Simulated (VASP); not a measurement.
# BP in VASP: single point with BLYP

Aim: the single point of BP with BLYP.

Program: VASP 6.6.1. These are calculated values, not measurements. Logs are shortened: lines on timing, memory, paths and dates and some standing lists are left out, and cuts for length are marked.

### 1 The cell of the first run

The cell holds a disordered packing, 4 atoms: a = 4.102 Å, b = 3.500 Å, c = 3.778 Å, α = 82.27°, β = 99.23°, γ = 77.93°.

### 2 Single point, BLYP

POSCAR

```
BP
1.0
    3.9627000000      0.7988970000     -0.6989120000
    0.0138370000      3.4926530000     -0.2261470000
   -0.1258000000      0.7492450000      3.7007120000
B P
2 2
Direct
    0.8310490000      0.0624250000      0.6278870000
    0.4048980000      0.7652520000      0.5485110000
    0.9139390000      0.5782580000      0.2014440000
    0.4528240000      0.2159030000      0.0292850000
```

INCAR.step1

```
SYSTEM = BP
AGGAC = 1.0
AGGAX = 1.0
ALDAC = 0.0
ALDAX = 1.0
ALGO = Normal
EDIFF = 1E-6
ENCUT = 520
GGA = B5
ISIF = 2
ISMEAR = -1
LASPH = .True.
LCHARG = .True.
LREAL = .False.
LWAVE = .False.
NBANDS = 16
NELM = 80
PREC = Accurate
SIGMA = 0.1
```

KPOINTS.step1

```
Automatic mesh
0
Gamma
  5 5 5
  0 0 0.5
```

INCAR.step2

```
SYSTEM = BP
AGGAC = 1.0
AGGAX = 1.0
ALDAC = 0.0
ALDAX = 1.0
ALGO = Normal
EDIFF = 1E-6
ENCUT = 520
GGA = B5
ICHARG = 11
ISIF = 2
ISMEAR = -5
LASPH = .True.
LCHARG = .False.
LORBIT = 11
LREAL = .False.
LWAVE = .False.
NEDOS = 1001
NELM = 80
PREC = Accurate
SIGMA = 0.1
```

KPOINTS.step2

```
k-points
0
Gamma
  8 8 8
  0 0 0
```

Potentials or basis: VASP PAW PBE potentials, release 64 (B, P).

Launch:

```console
$ cat potpaw_PBE.64/B/POTCAR potpaw_PBE.64/P/POTCAR > POTCAR
$ cp INCAR.step1 INCAR
$ cp KPOINTS.step1 KPOINTS
$ mpirun -np 1 vasp_std > vasp.out
$ cp INCAR.step2 INCAR
$ cp KPOINTS.step2 KPOINTS
$ mpirun -np 1 vasp_std > vasp.out
```

OUTCAR:

```text
SYSTEM = BP
   EDIFF = 1E-6
   ENCUT = 520
   GGA = B5
   ICHARG = 11
   ISIF = 2
   ISMEAR = -5
   LASPH = .True.
   LORBIT = 11
   LREAL = .False.
   NELM = 80
   PREC = Accurate

 ion  position               nearest neighbor table
   1  0.831  0.062  0.628-   3 2.37   4 2.37   4 2.45   3 2.49   3 2.50
   2  0.405  0.765  0.549-   4 2.41   4 2.41   3 2.48
   3  0.914  0.578  0.201-   1 2.37   2 2.48   1 2.49   1 2.50   4 2.54   4 2.54   4 2.54
   4  0.453  0.216  0.029-   1 2.37   2 2.41   2 2.41   1 2.45   3 2.54   3 2.54   3 2.54

  LATTYP: Found a triclinic cell.
 ALAT       =     4.1024024291
 B/A-ratio  =     1.1708925406
 C/A-ratio  =     1.6877961462
 COS(alpha) =     0.0094749189
 COS(beta)  =     0.6106807139
 COS(gamma) =     0.7016494228

  Lattice vectors:

 A1 = (  -3.9627000000,  -0.7988970000,   0.6989120000)
 A2 = (  -3.9488630000,   2.6937560000,   0.4727650000)
 A3 = (  -3.8507370000,  -5.0407950000,  -2.7756530000)

Analysis of symmetry for initial positions (statically):
=====================================================================
 Subroutine PRICEL returns:
 Original cell was already a primitive cell.

 Routine SETGRP: Setting up the symmetry group for a
 triclinic supercell.

 Subroutine GETGRP returns: Found  1 space group operations
 (whereof  1 operations were pure point group operations)
 out of a pool of  2 trial point group operations.

The static configuration has the point symmetry C_1 .

Analysis of symmetry for dynamics (positions and initial velocities):
=====================================================================
 Subroutine PRICEL returns:
 Original cell was already a primitive cell.

 Routine SETGRP: Setting up the symmetry group for a
 triclinic supercell.

 Subroutine GETGRP returns: Found  1 space group operations
 (whereof  1 operations were pure point group operations)
 out of a pool of  2 trial point group operations.

The dynamic configuration has the point symmetry C_1 .

 Subroutine INISYM returns: Found  1 space group operations
 (whereof  1 operations are pure point group operations),
 and found     1 'primitive' translations

----------------------------------------------------------------------------------------

                                     Primitive cell

  volume of cell :      51.5580

  direct lattice vectors                    reciprocal lattice vectors
     3.962700000  0.798897000 -0.698912000     0.253980688 -0.000441395  0.008723047
     0.013837000  3.492653000 -0.226147000    -0.067499562  0.282727832 -0.059535532
    -0.125800000  0.749245000  3.700712000     0.043841652  0.017193868  0.268227536

  length of vectors
     4.102402429  3.499994130  3.777891345     0.254130825  0.296708101  0.272330186

  position of ions in fractional coordinates (direct lattice)
     0.831049000  0.062425000  0.627887000
     0.404898000  0.765252000  0.548511000
     0.913939000  0.578258000  0.201444000
     0.452824000  0.215903000  0.029285000

  ion indices of the primitive-cell ions
   primitive index   ion index
                 1           1
                 2           2
                 3           3
                 4           4

----------------------------------------------------------------------------------------

 KPOINTS: k-points

Automatic generation of k-mesh.
 Grid dimensions read from file:
 generate k-points for:    8    8    8

 Generating k-lattice:

  Cartesian coordinates                     Fractional coordinates (reciprocal lattice)
     0.031747586 -0.000055174  0.001090381     0.125000000  0.000000000 -0.000000000
    -0.008437445  0.035340979 -0.007441942     0.000000000  0.125000000  0.000000000
     0.005480206  0.002149234  0.033528442    -0.000000000 -0.000000000  0.125000000

  Length of vectors
     0.031766353  0.037088513  0.034041273

  Shift w.r.t. Gamma in fractional coordinates (k-lattice)
     0.000000000  0.000000000  0.000000000

 TETIRR: Found   1536 inequivalent tetrahedra from     3072

 Subroutine IBZKPT returns following result:
 ===========================================

 Found    260 irreducible k-points:

 Following reciprocal coordinates:
            Coordinates               Weight
  0.000000  0.000000  0.000000      1.000000
  0.125000  0.000000  0.000000      2.000000
  0.250000  0.000000  0.000000      2.000000
  0.375000 -0.000000  0.000000      2.000000
  0.500000  0.000000  0.000000      1.000000
 -0.000000  0.125000  0.000000      2.000000
[... 16 lines left out ...]
  0.125000  0.375000  0.000000      2.000000
  0.250000  0.375000  0.000000      2.000000
 [... further k-points ...]
   k-points           NKPTS =    260   k-points in BZ     NKDIM =    260   number of bands    NBANDS=     12
   number of dos      NEDOS =   1001   number of ions     NIONS =      4
   total plane-waves  NPLWV =  25088
   dimension x,y,z NGX =    32 NGY =   28 NGZ =   28
   dimension x,y,z NGXF=    64 NGYF=   56 NGZF=   56
   ions per type =               2   2
   NGX,Y,Z   is equivalent  to a cutoff of  12.97, 13.30, 12.32 a.u.
   NGXF,Y,Z  is equivalent  to a cutoff of  25.94, 26.60, 24.64 a.u.
 SYSTEM =  BP
   PREC   = accura    normal or accurate (medium, high low for compatibility)
   ISTART =      0    job   : 0-new  1-cont  2-samecut
   ICHARG =     11    charge: 1-file 2-atom 10-const
   ISPIN  =      1    spin polarized calculation?
   LNONCOLLINEAR =      F non collinear calculations
   LSORBIT =      F    spin-orbit coupling
   LASPH  =      T    aspherical Exc in radial PAW
   ENCUT  =  520.0 eV  38.22 Ry    6.18 a.u.   7.63  6.51  7.02*2*pi/ulx,y,z
   NELM   =     80;   NELMIN=  2; NELMDL=  0     # of ELM steps
   EDIFF  = 0.1E-05   stopping-criterion for ELM
   LREAL  =      F    real-space projection
   EDIFFG = 0.1E-04   stopping-criterion for IOM
   NSW    =      0    number of steps for IOM
   IBRION =     -1    ionic relax: 0-MD 1-quasi-New 2-CG
   NFREE  =      0    steps in history (QN), initial steepest desc. (CG)
   ISIF   =      2    stress and relaxation
   ISYM   =      2    0-nonsym 1-usesym 2-fastsym
   POTIM  = 0.5000    time-step for ionic-motion
   TEBEG  =    0.0;   TEEND  =   0.0 temperature during run
   PSTRESS=    0.0 pullay stress
   NELECT =      16.0000    total number of electrons
   NUPDOWN=      -1.0000    fix difference up-down
   EMIN   =  10.00;   EMAX   =-10.00  energy-range for DOS
   EFERMI =   0.00;   METHOD = LEGACY
   ISMEAR =    -5;   SIGMA  =   0.10  broadening in eV -4-tet -1-fermi 0-gaus
   EFERMI_NEDOS =   21; number of points for ismear=-14 and -15
   IALGO  =     38    algorithm
   IMIX   =      4    mixing-type and parameters
     AMIX     =   0.40;   BMIX     =  1.00
     AMIX_MAG =   1.60;   BMIX_MAG =  1.00
  volume/ion in A,a.u.               =      12.89        86.98
  Fermi-wavevector in a.u.,A,eV,Ry     =   1.108365  2.094506 16.714384  1.228473
  Thomas-Fermi vector in A             =   2.244891
   LORBIT       =     11    0 simple, 1 ext, 2 COOP (PROOUT), +10 PAW based schemes
   GGA     = B5    functional components
   LHFCALC =     F    Hartree Fock is set to
   AEXX    =    0.0000 exact exchange contribution
   IVDW    =     0    specifies the selected vdW correction
   LEPSILON=     F    determine dielectric tensor
   LRPA    =     F    only Hartree local field effects (RPA)
 non-spin polarized calculation
 Fermi weights with tetrahedron method with Bloechl corrections
  energy-cutoff  :      520.00
  volume of cell :       51.56
 maximum number of plane-waves:      1406

 number of electron      16.0000000 magnetization

 Free energy of the ion-electron system (eV)
  ---------------------------------------------------
  ext. energy  EPLUGINS =         0.00000000
  ---------------------------------------------------
  free energy    TOTEN  =       -14.98410713 eV

  energy without entropy =      -14.98410713  energy(sigma->0) =      -14.98410713

 E-fermi :   7.4576     XC(G=0): -10.2437

 val. band max:        7.7149785455   @ k =   0.2500   0.5000   0.3750
 cond. band min:       6.8967066786   @ k =   0.0000   0.5000   0.5000
 fundamental gap:     -0.8182718669
 Fermi energy:         7.4575581771

 k-point     1 :       0.0000    0.0000    0.0000
  band No.  band energies     occupation
      1      -7.6080      2.00000
      2      -0.2164      2.00000
      3       1.3945      2.00000
      4       2.4624      2.00000
      5       2.7308      2.00000
      6       3.8759      2.00000
      7       5.1327      2.00000
      8       6.6674      2.00000
      9       7.7368      0.18327
     10       8.5774      0.00000
     11       9.0234      0.00000
     12       9.5582      0.00000

 k-point     2 :       0.1250    0.0000    0.0000
  band No.  band energies     occupation
      1      -7.4837      2.00000
      2      -1.2537      2.00000
      3       1.8753      2.00000
      4       2.6556      2.00000
      5       3.2414      2.00000
      6       3.8008      2.00000
      7       5.3037      2.00000
      8       6.4352      2.00000
      9       7.2193      1.90764
     10       8.7834      0.00000
     11       9.5017      0.00000
     12      10.1062      0.00000

 k-point     3 :       0.2500    0.0000    0.0000
  band No.  band energies     occupation
      1      -7.1196      2.00000
      2      -2.7192      2.00000
      3       2.0332      2.00000
      4       3.0094      2.00000
      5       3.7214      2.00000
      6       4.0207      2.00000
      7       5.6894      2.00000
      8       6.4235      2.00000
      9       6.9543      1.84524
     10       9.0352      0.00000
     11      10.1716      0.00000
     12      10.8418      0.00000
[... 286 lines left out ...]
 k-point    23 :       0.1250    0.3750    0.0000
  band No.  band energies     occupation
      1      -6.1428      2.00000
      2      -2.8181      2.00000
      3       1.0546      2.00000
      4       2.2551      2.00000
      5       2.9302      2.00000
      6       3.7431      2.00000
      7       5.1176      2.00000
      8       5.9718      2.00000
      9       7.8657     -0.04272
     10       9.1035      0.00000
     11       9.6871      0.00000
     12      10.6167      0.00000

 k-point    24 :       0.2500    0.3750    0.0000
  band No.  band energies     occupation
      1      -6.0162      2.00000
      2      -2.3683      2.00000
      3       0.1782      2.00000
      4       0.8561      2.00000
      5       3.5146      2.00000
      6       4.5393      2.00000
      7       5.0307      2.00000
      8       6.4120      2.00000
      9       7.0749      1.47701
     10       9.0789      0.00000
     11       9.8337      0.00000
     12      10.7621      0.00000

 [... further k-points ...]

------------------------ aborting loop because EDIFF is reached ----------------------------------------

  FORCE on cell =-STRESS in cart. coord.  units (eV):
  Direction    XX          YY          ZZ          XY          YZ          ZX
  --------------------------------------------------------------------------------------
  -------------------------------------------------------------------------------------
  Total       -1.9441711     -1.9948231     -2.8420179     -2.9209699      1.7958711      1.7843260
  in kB      -60.4155588    -61.9895817    -88.3163534    -90.7698030     55.8071026     55.4483357
  external PRESSURE =     -70.2404979 kB  Pullay stress =       0.0000000 kB

 VOLUME and BASIS-vectors are now :
 -----------------------------------------------------------------------------
  energy-cutoff  :      520.00
  volume of cell :       51.56
      direct lattice vectors                 reciprocal lattice vectors
     3.962700000  0.798897000 -0.698912000     0.253980688 -0.000441395  0.008723047
     0.013837000  3.492653000 -0.226147000    -0.067499562  0.282727832 -0.059535532
    -0.125800000  0.749245000  3.700712000     0.043841652  0.017193868  0.268227536

 POSITION                                       TOTAL-FORCE (eV/Angst)
 -----------------------------------------------------------------------------------
      3.21507      1.35239      1.72868        -0.479581     -0.807721     -0.683455
      1.54608      3.40720      1.57383        -0.363412      0.656100      0.422283
      3.60433      2.90073     -0.02405         0.824536      0.256733      1.210320
      1.79371      1.13778     -0.25693         0.018457     -0.105112     -0.949147
 -----------------------------------------------------------------------------------
    total drift:                                0.005140     -0.005321     -0.009773

  FREE ENERGIE OF THE ION-ELECTRON SYSTEM (eV)
  ---------------------------------------------------
  free  energy   TOTEN  =       -14.9841071264 eV

  energy  without entropy=      -14.9841071264  energy(sigma->0) =      -14.98410713

 total charge

# of ion       s       p       d       tot
------------------------------------------
    1        0.753   0.747   0.000   1.499
    2        0.768   0.720   0.000   1.488
    3        1.152   1.197   0.000   2.349
    4        1.143   1.195   0.000   2.339
--------------------------------------------------
tot          3.816   3.859   0.000   7.675
```

Wall time 3.2 min (1 thread of Intel Xeon 8259CL, shared host); peak memory 0.26 GiB.

Results:

```yaml
Valence_electrons_inside_the_program's_atomic_spheres: B 1.50, 1.49; P 2.35, 2.34
```

Caveat: the k points lie up to 0.37 Å⁻¹ apart; the PAW data sets were made with another functional, which shifts forces and pressure a little; tetrahedron occupations give inexact forces and stress in metals.
